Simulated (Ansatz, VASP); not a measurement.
## ZrTi3C4: VASP beside Ansatz

Contents of POSCAR:

```
ZrTi3C4
1.0
    3.1366241757     -4.4337267798      0.0000000000
    3.1366241757      4.4337267798      0.0000000000
    0.0000000000      0.0000000000      3.1431359600
Zr Ti C
1 3 4
Direct
    0.5000000000      0.5000000000      0.0000000000
    0.0000000000      0.0000000000      0.0000000000
    0.0000000000      0.5000000000      0.5000000000
    0.5000000000      0.0000000000      0.5000000000
    0.7555775240      0.2444224760      0.0000000000
    0.2444224760      0.7555775240      0.0000000000
    0.7613630578      0.7613630578      0.5000000000
    0.2386369422      0.2386369422      0.5000000000
```

File INCAR.step1:

```
  PREC = Accurate
  ENCUT = 520
  ISMEAR = 0
  SIGMA = 0.1
  LREAL = False
  LASPH = True
  NELM = 100
  NBANDS = 42
  GGA = PE
  ALGO = Normal
  EDIFF = 1E-4
  LWAVE = True
  LCHARG = False
```

Contents of INCAR.step2:

```
  PREC = Accurate
  ENCUT = 520
  EDIFF = 1E-6
  ISMEAR = 0
  SIGMA = 0.1
  LREAL = False
  LASPH = True
  NELM = 100
  ALGO = Normal
  ISIF = 2
  LWAVE = False
  LCHARG = True
  METAGGA = R2SCAN
  LMIXTAU = True
  LELF = True
  LVHAR = True
  NBANDS = 42
  ISTART = 1
```

KPOINTS

```
Automatic mesh
0
Gamma
  8 8 12
```

Input for Ansatz:

```yaml
crystal:
  lattice:
    - [3.1366241757, -4.4337267798, 0.0]
    - [3.1366241757, 4.4337267798, 0.0]
    - [0.0, 0.0, 3.14313596]
  atoms:
    - { symbol: Zr, position: [0.5, 0.5, 0.0] }
    - { symbol: Ti, position: [0.0, 0.0, 0.0] }
    - { symbol: Ti, position: [0.0, 0.5, 0.5] }
    - { symbol: Ti, position: [0.5, 0.0, 0.5] }
    - { symbol: C, position: [0.755577524, 0.244422476, 0.0] }
    - { symbol: C, position: [0.244422476, 0.755577524, 0.0] }
    - { symbol: C, position: [0.7613630578, 0.7613630578, 0.5] }
    - { symbol: C, position: [0.2386369422, 0.2386369422, 0.5] }
basis:
  ecutwfc: 500
kpoints:
  mp_grid: { grid: [8, 8, 12] }
  band_path:
    path:
      - [[0.0, 0.0, 0.0], [-0.5, 0.5, 0.0], [-0.37512011, 0.62487989, 0.0]]
      - [[0.37512011, 0.37512011, 0.0], [0.0, 0.0, 0.0], [0.0, 0.0, 0.5], [0.37512011, 0.37512011, 0.5]]
      - [[-0.37512011, 0.62487989, 0.5], [-0.5, 0.5, 0.5], [-0.5, 0.5, 0.0]]
      - [[0.0, 0.0, 0.0], [0.0, 0.5, 0.0], [0.0, 0.5, 0.5], [0.0, 0.0, 0.5], [-0.5, 0.5, 0.5]]
    npoints: 14
hamiltonian:
  xc: r2scan
scf:
  occupations: { method: gaussian, width: 0.1 }
  n_extra_bands: 20
output:
  forces: true
  stress: true
  eigenvalues: true
  populations: true
  dos: { projected: true, de: 0.02, nscf_kmesh: { grid: [10, 10, 15] } }
  bader: true
  write_density: true
  write_potential: true
  elf: true
  volumetric_format: npy
```

Alike in both runs: task single point; functional r2SCAN; k mesh 8 × 8 × 12; occupations gaussian, width 0.1 eV; no spin polarisation.

|  | VASP | Ansatz |
| --- | --- | --- |
| version | VASP 6.6.1 | Ansatz 0.2.0 |
| potentials or method | VASP PAW PBE potentials, release 64 (Zr_sv, Ti_sv, C), cutoff 520 eV | scalar-relativistic, plane waves, PAW |
| valence electrons in the cell | 64 | 64 |

```csv
,VASP,Ansatz,Ansatz less VASP
gap on the k mesh at the Fermi level (eV),none,none,-
pressure (GPa),0.2,-0.6,-0.71
"traceless stress, the component that is largest in VASP (GPa)",-0.06,-0.05,+0.010
rms of the force components (eV/Å),0.009,0.006,-0.0032
```

VASP's potentials were made for PBE, not for r2SCAN. Atom by atom the forces differ by 0.003 eV/Å (rms over components). A gap of «none» marks a metal or a gap that the smearing closes. With one functional, cell and mesh, what is left measures potentials, basis and numerics.
